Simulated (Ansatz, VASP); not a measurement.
**Ta3N: VASP beside Ansatz**

```
Ta N
1.0
     3.02177    0.00000    0.00000
    -1.51089    2.61693   -0.03925
     0.00000   -0.11336    7.55759
Ta N
3 1
Cartesian
  0.0000 -0.0567 3.7788
  0.0000 1.7249 1.2858
  1.5109 0.7786 6.2325
  0.0000 0.0000 0.0000
```

Change from the starting cell: strain -0.0300 x Voigt [0, 0, 0, 1, 0, 0], atoms carried along.

Alike in both runs: task single point; functional PBE; k mesh 18 × 18 × 6; occupations gaussian, width 0.15 eV; no spin polarisation.

```csv
,VASP,Ansatz
version,VASP 6.6.1,Ansatz 0.2.0
potentials or method,"VASP PAW PBE potentials, release 64 (Ta_pv, N), cutoff 520 eV","scalar-relativistic, plane waves, PAW"
valence electrons in the cell,38,44
```

VASP gave:

| Item | Value |
| --- | --- |
| gap on the k mesh at the Fermi level (eV) | none |
| pressure (GPa) | 0.5 |
| traceless stress, the component that is largest in VASP (GPa) | -0.44 |
| rms of the force components (eV/Å) | 0.090 |

Question: Estimate Ansatz's values.

Answer: gap on the k mesh at the Fermi level (eV): none; pressure (GPa): 0.2; traceless stress, the component that is largest in VASP (GPa): -0.44; rms of the force components (eV/Å): 0.085.

Atom by atom the forces differ by 0.020 eV/Å (rms over components). A gap of «none» marks a metal or a gap that the smearing closes. VASP's potentials hold 38 valence electrons a cell and Ansatz's 44, so a difference there can come from the potentials and not from the codes.

Spin-orbit coupling is off throughout.
